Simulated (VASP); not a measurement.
# Be2CdS2 (P6/mmm) in VASP: notebook, part 3 of 3

VASP 6.6.1.

### 6 Single point, PBE

This run uses another cell than the first one, of 23.39 Å³/atom, 1.166 times its volume.

INCAR

```
PREC = Accurate
ENCUT = 600
EDIFF = 1E-6
ISMEAR = 0
SIGMA = 0.1
LREAL = False
LASPH = True
NELM = 120
ALGO = Normal
ISIF = 2
LWAVE = False
LCHARG = False
GGA = PE
NBANDS = 26
GGA_COMPAT = False
```

KPOINTS

```
regular mesh
0
Gamma
  6 6 2
```

POSCAR

```
Be2CdS2
1.0
    4.1677272490      0.0000000000      0.0000000000
   -2.0838636245      3.6093576737      0.0000000000
    0.0000000000      0.0000000000      7.7728513956
Be Cd S
2 1 2
Direct
    0.3333333333      0.6666666667      0.5000000000
    0.6666666667      0.3333333333      0.5000000000
    0.0000000000      0.0000000000      0.5000000000
    0.0000000000      0.0000000000      0.1250867772
    0.0000000000      0.0000000000      0.8749132228
```

Potentials or basis: VASP PAW PBE potentials, release 64 (Be, Cd_sv_GW, S).

The run is started by

```bash
$ cat potpaw_PBE.64/Be/POTCAR potpaw_PBE.64/Cd_sv_GW/POTCAR potpaw_PBE.64/S/POTCAR > POTCAR
$ mpirun -np 1 vasp_std > vasp.out
```

Wall time 27 s (1 thread of Intel Xeon 6975P-C (Granite Rapids), shared host); peak memory 0.3 GiB.

The run converged. Its results:

| Property | Result |
| --- | --- |
| Free energy | -13.3605 eV |
| Pressure | -0.3 GPa |
| Largest force | 0.208 eV/Å |
| Band gap on the k mesh | zero (band 18 reaches 2.54 eV, above the bottom of band 19 at 1.29 eV) |

Forces in eV/Å, atoms in the order of the input:
```
Be   0.000  0.000  0.000
Be   0.000  0.000  0.000
Cd   0.000  0.000  0.000
S    0.000  0.000 -0.208
S    0.000  0.000  0.208
```

Stress tensor (GPa, compression positive):
```
-0.05  0.00  0.00
 0.00 -0.05  0.00
 0.00  0.00 -0.65
```

Levels at points of the mesh, in eV from the Fermi level:
| k point | band 15 | band 16 | band 17 | band 18 | band 19 | band 20 | band 21 | band 22 |
| --- | --- | --- | --- | --- | --- | --- | --- | --- |
| (0.00, 0.00, 0.00) | -2.91 | -1.00 | 0.29 | 0.29 | 2.36 | 2.36 | 2.62 | 2.62 |
| (0.50, 0.00, 0.00) | -3.21 | -2.99 | -1.21 | -1.15 | 0.01 | 1.34 | 2.87 | 3.39 |
| (0.00, 0.00, 0.50) | -2.88 | 0.13 | 0.13 | 0.20 | 2.37 | 2.37 | 2.88 | 2.88 |
| (0.50, 0.00, 0.50) | -4.11 | -3.15 | -1.43 | -0.64 | 0.30 | 2.04 | 2.85 | 3.01 |

Caveat: the k points lie up to 0.40 Å⁻¹ apart.

### 7 Relaxation of cell and atoms, PBE

INCAR

```
SYSTEM = Be2CdS2
ALGO     = Normal         ! electronic algorithm
EDIFF    = 1E-7           ! SCF threshold, eV
EDIFFG   = -0.04          ! ionic threshold
ENCUT    = 600            ! plane-wave cutoff, eV
GGA      = PE             ! functional
GGA_COMPAT= .False.      
IBRION   = 2              ! ionic algorithm
ISIF     = 3              ! what is computed and relaxed
ISMEAR   = 0              ! smearing method
LASPH    = .True.         ! aspherical terms in the spheres
LCHARG   = .False.        ! write CHGCAR
LREAL    = .False.        ! projectors in reciprocal space
LWAVE    = .False.        ! write WAVECAR
NELM     = 120            ! most SCF steps
NELMIN   = 4            
NSW      = 90             ! ionic steps
PREC     = Accurate       ! precision mode
SIGMA    = 0.1            ! smearing width, eV
```

KPOINTS

```
k-points
0
Gamma
  6 6 2
  0 0 0
```

POSCAR

```
Be2CdS2
1.0
    3.7726590800      0.0000000000      0.0000000000
   -1.8863295400      3.2672186100      0.0000000000
    0.0000000000      0.0000000000      8.1387649700
Be Cd S
2 1 2
Direct
    0.3333333300      0.6666666700      0.5000000000
    0.6666666700      0.3333333300      0.5000000000
    0.0000000000      0.0000000000      0.5000000000
    0.0000000000      0.0000000000      0.2458525400
    0.0000000000      0.0000000000      0.7541474600
```

Potentials or basis: VASP PAW PBE potentials, release 64 (Be, Cd_sv_GW, S).

The run is started by

```bash
$ cat potpaw_PBE.64/Be/POTCAR potpaw_PBE.64/Cd_sv_GW/POTCAR potpaw_PBE.64/S/POTCAR > POTCAR
$ mpirun -np 1 vasp_std > vasp.out
```

OUTCAR:

```text
SYSTEM = Be2CdS2
   EDIFF = 1E-7
   EDIFFG = -0.04
   ENCUT = 600
   GGA = PE
   IBRION = 2
   ISIF = 3
   ISMEAR = 0
   LASPH = .True.
   LREAL = .False.
   NELM = 120
   NELMIN = 4
   NSW = 90
   PREC = Accurate

 ion  position               nearest neighbor table
   1  0.333  0.667  0.500-   3 2.18   2 2.18   2 2.18   3 2.18   3 2.18   2 2.18
   2  0.667  0.333  0.500-   1 2.18   3 2.18   1 2.18   3 2.18   3 2.18   1 2.18
   3  0.000  0.000  0.500-   4 2.07   5 2.07   1 2.18   2 2.18   2 2.18   1 2.18   2 2.18   1 2.18

   4  0.000  0.000  0.246-   3 2.07
   5  0.000  0.000  0.754-   3 2.07

  LATTYP: Found a hexagonal cell.
 ALAT       =     3.7726590800
 C/A-ratio  =     2.1573019977

  Lattice vectors:

 A1 = (   3.7726590800,   0.0000000000,   0.0000000000)
 A2 = (  -1.8863295400,   3.2672186100,   0.0000000000)
 A3 = (   0.0000000000,   0.0000000000,   8.1387649700)

Analysis of symmetry for initial positions (statically):
=====================================================================
 Subroutine PRICEL returns:
 Original cell was already a primitive cell.

 Routine SETGRP: Setting up the symmetry group for a
 hexagonal supercell.

 Subroutine GETGRP returns: Found 24 space group operations
 (whereof 24 operations were pure point group operations)
 out of a pool of 24 trial point group operations.

The static configuration has the point symmetry D_6h.

Analysis of symmetry for dynamics (positions and initial velocities):
=====================================================================
 Subroutine PRICEL returns:
 Original cell was already a primitive cell.

 Routine SETGRP: Setting up the symmetry group for a
 hexagonal supercell.

 Subroutine GETGRP returns: Found 24 space group operations
 (whereof 24 operations were pure point group operations)
 out of a pool of 24 trial point group operations.

The dynamic configuration has the point symmetry D_6h.

 Subroutine INISYM returns: Found 24 space group operations
 (whereof 24 operations are pure point group operations),
 and found     1 'primitive' translations

----------------------------------------------------------------------------------------

                                     Primitive cell

  volume of cell :     100.3192

  direct lattice vectors                    reciprocal lattice vectors
     3.772659080  0.000000000  0.000000000     0.265065032  0.153035367  0.000000000
    -1.886329540  3.267218610  0.000000000     0.000000000  0.306070735  0.000000000
     0.000000000  0.000000000  8.138764970     0.000000000  0.000000000  0.122868765

  length of vectors
     3.772659080  3.772659086  8.138764970     0.306070735  0.306070735  0.122868765

  position of ions in fractional coordinates (direct lattice)
     0.333333330  0.666666670  0.500000000
     0.666666670  0.333333330  0.500000000
     0.000000000  0.000000000  0.500000000
     0.000000000  0.000000000  0.245852540
     0.000000000  0.000000000  0.754147460

  ion indices of the primitive-cell ions
   primitive index   ion index
                 1           1
                 2           2
                 3           3
                 4           4
                 5           5

[... 49 lines left out ...]
   NGXF,Y,Z  is equivalent  to a cutoff of  26.44, 26.44, 28.60 a.u.
 SYSTEM =  Be2CdS2
   PREC   = accura    normal or accurate (medium, high low for compatibility)
   ISTART =      0    job   : 0-new  1-cont  2-samecut
   ICHARG =      2    charge: 1-file 2-atom 10-const
   ISPIN  =      1    spin polarized calculation?
   LNONCOLLINEAR =      F non collinear calculations
   LSORBIT =      F    spin-orbit coupling
   LASPH  =      T    aspherical Exc in radial PAW
   ENCUT  =  600.0 eV  44.10 Ry    6.64 a.u.   7.53  7.53 16.26*2*pi/ulx,y,z
   NELM   =    120;   NELMIN=  4; NELMDL= -5     # of ELM steps
   EDIFF  = 0.1E-06   stopping-criterion for ELM
   LREAL  =      F    real-space projection
   EDIFFG = -.4E-01   stopping-criterion for IOM
   NSW    =     90    number of steps for IOM
   IBRION =      2    ionic relax: 0-MD 1-quasi-New 2-CG
   NFREE  =      1    steps in history (QN), initial steepest desc. (CG)
   ISIF   =      3    stress and relaxation
   ISYM   =      2    0-nonsym 1-usesym 2-fastsym
   POTIM  = 0.5000    time-step for ionic-motion
   TEBEG  =    0.0;   TEEND  =   0.0 temperature during run
   PSTRESS=    0.0 pullay stress
   NELECT =      36.0000    total number of electrons
   NUPDOWN=      -1.0000    fix difference up-down
   EMIN   =  10.00;   EMAX   =-10.00  energy-range for DOS
   EFERMI =   0.00;   METHOD = LEGACY
   ISMEAR =     0;   SIGMA  =   0.10  broadening in eV -4-tet -1-fermi 0-gaus
   EFERMI_NEDOS =   21; number of points for ismear=-14 and -15
   IALGO  =     38    algorithm
   IMIX   =      4    mixing-type and parameters
     AMIX     =   0.40;   BMIX     =  1.00
     AMIX_MAG =   1.60;   BMIX_MAG =  1.00
  volume/ion in A,a.u.               =      20.06       135.40
  Fermi-wavevector in a.u.,A,eV,Ry     =   1.163360  2.198432 18.414223  1.353407
  Thomas-Fermi vector in A             =   2.299911
   LORBIT       =      0    0 simple, 1 ext, 2 COOP (PROOUT), +10 PAW based schemes
   GGA     = PE    functional components
   LHFCALC =     F    Hartree Fock is set to
   AEXX    =    0.0000 exact exchange contribution
   IVDW    =     0    specifies the selected vdW correction
   LEPSILON=     F    determine dielectric tensor
   LRPA    =     F    only Hartree local field effects (RPA)
 conjugate gradient relaxation of ions
 non-spin polarized calculation
 Gauss-broadening in eV      SIGMA  =   0.10
  energy-cutoff  :      600.00
  volume of cell :      100.32
 maximum number of plane-waves:      3382
   NGX = 15   NGY = 15   NGZ = 33

--------------------------------------- Ionic step        1  -------------------------------------------

 number of electron      36.0000012 magnetization

 Free energy of the ion-electron system (eV)
  ---------------------------------------------------
  ext. energy  EPLUGINS =         0.00000000
  ---------------------------------------------------
  free energy    TOTEN  =        -8.78675776 eV

  energy without entropy =       -8.76769039  energy(sigma->0) =       -8.77722408

------------------------ aborting loop because EDIFF is reached ----------------------------------------

  FORCE on cell =-STRESS in cart. coord.  units (eV):
  Direction    XX          YY          ZZ          XY          YZ          ZX
  --------------------------------------------------------------------------------------
  -------------------------------------------------------------------------------------
  Total       11.7471528     11.7471529     25.8879010      0.0000000      0.0000000      0.0000000
  in kB      187.6112764    187.6112772    413.4501546      0.0000000      0.0000000      0.0000000
  external PRESSURE =     262.8909027 kB  Pullay stress =       0.0000000 kB
[... 26 lines left out ...]
--------------------------------------- Ionic step        2  -------------------------------------------

 number of electron      36.0000002 magnetization

 E-fermi :  -0.8137     XC(G=0):  -7.1173

 val. band max:       -0.8142010427   @ k =   0.1667  -0.0000   0.5000
 cond. band min:      -0.8082328341   @ k =   0.3333   0.3333   0.0000
 fundamental gap:      0.0059682086
 Fermi energy:        -0.8136975275

 k-point     1 :       0.0000    0.0000    0.0000
  band No.  band energies     occupation
      1    -103.3523      2.00000
      2     -64.4381      2.00000
      3     -64.4381      2.00000
      4     -64.2857      2.00000
      5     -11.6835      2.00000
      6     -11.5754      2.00000
[... 410 lines left out ...]
  FREE ENERGIE OF THE ION-ELECTRON SYSTEM (eV)
  ---------------------------------------------------
  free  energy   TOTEN  =       -10.8586016636 eV

  energy  without entropy=      -10.8303913230  energy(sigma->0) =      -10.84449649

[... ionic steps 4 to 41 ...]

--------------------------------------- Ionic step       42  -------------------------------------------

 number of electron      35.9999988 magnetization

------------------------ aborting loop because EDIFF is reached ----------------------------------------
[... 73 lines left out ...]
--------------------------------------- Ionic step       44  -------------------------------------------

 number of electron      35.9999986 magnetization

 Free energy of the ion-electron system (eV)
  ---------------------------------------------------
  ext. energy  EPLUGINS =         0.00000000
  ---------------------------------------------------
  free energy    TOTEN  =       -13.31682901 eV

  energy without entropy =      -13.29574968  energy(sigma->0) =      -13.30628934

 E-fermi :   2.1720     XC(G=0):  -8.3319

 val. band max:        2.0995528755   @ k =   0.1667   0.1667   0.5000
 cond. band min:       2.1829182062   @ k =   0.1667   0.1667   0.0000
 fundamental gap:      0.0833653307
 Fermi energy:         2.1719919494

 k-point     1 :       0.0000    0.0000    0.0000
  band No.  band energies     occupation
      1    -100.8546      2.00000
      2     -61.8954      2.00000
      3     -61.8954      2.00000
      4     -61.8597      2.00000
      5     -13.2781      2.00000
      6      -8.4118      2.00000
[... 371 lines left out ...]
  FREE ENERGIE OF THE ION-ELECTRON SYSTEM (eV)
  ---------------------------------------------------
  free  energy   TOTEN  =       -13.3168290121 eV

  energy  without entropy=      -13.2957496769  energy(sigma->0) =      -13.30628934

 reached required accuracy - stopping structural energy minimisation
```

Wall time 14 min (1 thread of Intel Xeon 6975P-C (Granite Rapids), shared host); peak memory 0.28 GiB.

Results:

| Property | Result |
| --- | --- |
| Free energy | -13.3168 eV |
| Relaxed volume | 23.07 Å³/atom |
| Relaxed cell | a = 4.150 Å, b = 4.150 Å, c = 7.733 Å, α = 90.00°, β = 90.00°, γ = 120.00° |
| Space group after relaxing (to 0.05 Å) | P6/mmm (No. 191) |
| Energy gained by relaxing | 906.0 meV/atom |
| Ionic steps | 44 |
| Pressure after relaxing | 0.1 GPa |
| Band gap on the k mesh | zero (band 18 reaches 2.64 eV, above the bottom of band 19 at 1.38 eV) |

Stress tensor (GPa, compression positive):
```
0.09 0.00 0.00
0.00 0.09 0.00
0.00 0.00 0.19
```

The path:
| step | energy change (eV) | largest force (eV/Å) | pressure (GPa) | volume (Å³) |
| --- | --- | --- | --- | --- |
| 1 | 0.0000 | 6.2820 | 26.29 | 100.32 |
| 3 | -2.0718 | 0.8508 | 2.00 | 122.59 |
| 5 | -2.0876 | 0.5991 | 3.40 | 119.66 |
| 7 | -2.4522 | 0.1780 | -0.81 | 132.29 |
| 9 | -2.4586 | 0.2004 | 0.21 | 129.72 |
| 11 | -2.4605 | 0.0743 | -0.05 | 130.08 |
| 13 | -2.4620 | 0.0318 | 0.32 | 127.31 |
| 15 | -2.4625 | 0.0439 | 0.22 | 128.02 |
| 17 | -2.4650 | 0.0546 | 0.24 | 127.32 |
| 19 | -2.4743 | 0.1207 | 0.39 | 124.52 |
| 21 | -2.4956 | 0.7943 | 2.13 | 113.29 |
| 23 | -2.4963 | 0.8023 | 2.16 | 113.12 |
| 25 | -2.4992 | 0.8472 | 2.33 | 112.39 |
| 27 | -2.5056 | 1.1243 | 3.23 | 109.45 |
| 29 | -3.0016 | 0.6368 | 14.15 | 97.60 |
| 31 | -3.2592 | 3.6154 | 8.77 | 100.12 |
| 33 | -3.2621 | 3.1482 | 9.46 | 99.68 |
| 35 | -3.8935 | 2.0258 | 5.02 | 103.93 |
| 37 | -4.4770 | 0.5209 | -1.46 | 123.58 |
| 39 | -4.5080 | 0.0743 | -0.91 | 118.35 |
| 41 | -4.5161 | 0.0049 | -0.86 | 118.13 |
| 43 | -4.5270 | 0.3398 | -0.48 | 116.28 |
| 44 | -4.5301 | 0.0019 | 0.13 | 115.33 |

Final structure:
```
Be Cd S
1.0
     4.14992    0.00000    0.00000
    -2.07496    3.59393    0.00000
     0.00000    0.00000    7.73260
Be Cd S
2 1 2
Direct
  0.33333 0.66667 0.50000
  0.66667 0.33333 0.50000
  0.00000 0.00000 0.50000
  0.00000 0.00000 0.12512
  0.00000 0.00000 0.87488
```

Caveat: the k points lie up to 0.41 Å⁻¹ apart in the final cell.

### 8 Overview

```tsv
task	potentials or basis	cell	k mesh	cutoff (eV)	second run	gap on the mesh (eV)	pressure (GPa)	relaxed volume (Å³/atom)	largest force (eV/Å)
single point	VASP PAW PBE potentials, release 64 (Be, Cd, S)	a = 3.773, b = 3.773, c = 8.139 Å, angles 90.0, 90.0, 120.0°, 5 atoms	6 × 6 × 2	520	-	none	27.3	-	6.57
single point	VASP PAW PBE potentials, release 64 (Be, Cd, S)	a = 4.168, b = 4.168, c = 7.773 Å, angles 90.0, 90.0, 120.0°, 5 atoms	6 × 6 × 2	520	-	none	0.0	-	0.22
relaxation of cell and atoms	VASP PAW PBE potentials, release 64 (Be, Cd, S)	relaxed from a = 3.773, b = 3.773, c = 8.139 Å, angles 90.0, 90.0, 120.0°, 5 atoms	6 × 6 × 2	600	-	none	-0.1	26.54	0.02
single point	VASP PAW PBE potentials, release 64 (Be, Cd, S)	a = 4.170, b = 4.170, c = 7.713 Å, angles 90.0, 90.0, 120.0°, 5 atoms	12 × 12 × 6	520	-	none	-0.1	-	0.20
single point	VASP PAW PBE potentials, release 64 (Be, Cd_sv_GW, S)	a = 4.168, b = 4.168, c = 7.773 Å, angles 90.0, 90.0, 120.0°, 5 atoms	6 × 6 × 2	600	valence_matched	none	-0.3	-	0.21
relaxation of cell and atoms	VASP PAW PBE potentials, release 64 (Be, Cd_sv_GW, S)	relaxed from a = 3.773, b = 3.773, c = 8.139 Å, angles 90.0, 90.0, 120.0°, 5 atoms	6 × 6 × 2	600	valence_matched	none	0.1	23.07	-
```

Alike in all rows: level PBE; no spin polarisation; smearing gaussian 0.1 eV.

Caveats: some runs use coarse meshes; forces of over 1 eV/Å act on the atoms, so gaps and moduli don't describe the material at rest (some runs); the volume moved by over 15 % at a fixed basis, so the end points are rough (some runs).

Absolute energies hang on the potentials; compare differences alone.
